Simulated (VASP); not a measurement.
A run of VASP 6.6.1:

The input INCAR:

```
SYSTEM = Si
PREC = Accurate
ENCUT = 520
EDIFF = 1E-7
ISMEAR = 0
SIGMA = 0.1
LREAL = .False.
LASPH = .True.
NELM = 100
ALGO = Normal
ISIF = 2
LWAVE = .False.
LCHARG = .False.
GGA = PE
NBANDS = 8
```

File KPOINTS:

```
Automatic mesh
0
Gamma
  24 24 24
  0 0 0
```

POSCAR

```
Si
1.0
    0.0000000000      2.0713281364      2.1488170613
    1.6390418640      0.0000000000      2.1488170613
    1.6390418640      2.0713281364      0.0000000000
Si
1
Direct
    0.0000000000      0.0000000000      0.0000000000
```

Potentials or basis: VASP PAW PBE potentials, release 64 (Si).

Launch:

```sh
$ cat potpaw_PBE.64/Si/POTCAR > POTCAR
$ mpirun -np 1 vasp_std > vasp.out
```

Hardware: 1 thread of Intel Xeon 8259CL, on a shared host.

**Question.** Estimate the wall time of this run.

**Answer.** It took 120 s on 1 thread of Intel Xeon 8259CL, with other jobs on the host, peak memory 0.29 GiB. Counts: scf iterations 11, k points 1963.
